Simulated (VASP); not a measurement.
Set up this calculation in VASP 6.6.1, as the native input.

```yaml
Task: single point
Functional: LDA
Potentials_or_basis: VASP PAW LDA potentials, release 64 (Al, Ga_d, N)
Cutoff: 520 eV
k_mesh: 6 × 6 × 6
Occupations: gaussian, width 0.05 eV
Spin: no spin polarisation
Dipole_correction: no
Further_INCAR_settings: ALGO = Normal; EDIFF = 1e-06; NBANDS = 41
```

The structure of AlGa3N4 lies in POSCAR:

```
AlGa3N4
1.0
    4.3215985738      0.2695934102      0.2695934102
    0.2695934102      4.3215985738      0.2695934102
    0.2695934102      0.2695934102      4.3215985738
Al Ga N
1 3 4
Direct
    0.0000000000      0.0000000000      0.0000000000
    0.5000000000      0.5000000000      0.0000000000
    0.5000000000      0.0000000000      0.5000000000
    0.0000000000      0.5000000000      0.5000000000
    0.7548078379      0.7548078379      0.2451921621
    0.7548078379      0.2451921621      0.7548078379
    0.2451921621      0.7548078379      0.7548078379
    0.2451921621      0.2451921621      0.2451921621
```

One way to write it, as run:

INCAR

```
SYSTEM = AlGa3N4
PREC = Accurate ; ENCUT = 520
EDIFF = 1E-6 ; ISMEAR = 0
SIGMA = 0.05 ; LREAL = .FALSE.
LASPH = .TRUE. ; NELM = 100
ALGO = Normal ; ISIF = 2
LWAVE = .FALSE. ; LCHARG = .FALSE.
NBANDS = 41
```

KPOINTS

```
regular mesh
0
G
  6 6 6
  0 0 0
```

Potentials or basis: VASP PAW LDA potentials, release 64 (Al, Ga_d, N).

Run with:

```sh
$ cat potpaw_LDA.64/Al/POTCAR potpaw_LDA.64/Ga_d/POTCAR potpaw_LDA.64/N/POTCAR > POTCAR
$ mpirun -np 1 vasp_std > vasp.out
```

It gave:

```
Pressure               : 32.0 GPa
Largest force          : 2.066 eV/Å
Band gap on the k mesh : 1.52 eV
```

Caveat: the cell stands under pressure; forces of over 1 eV/Å act on the atoms, so gaps and moduli don't describe the material at rest.

Wall time 57 s on 1 thread of AMD EPYC 9R45 96-Core Processor (Zen 5), on a shared host, peak memory 0.18 GiB.
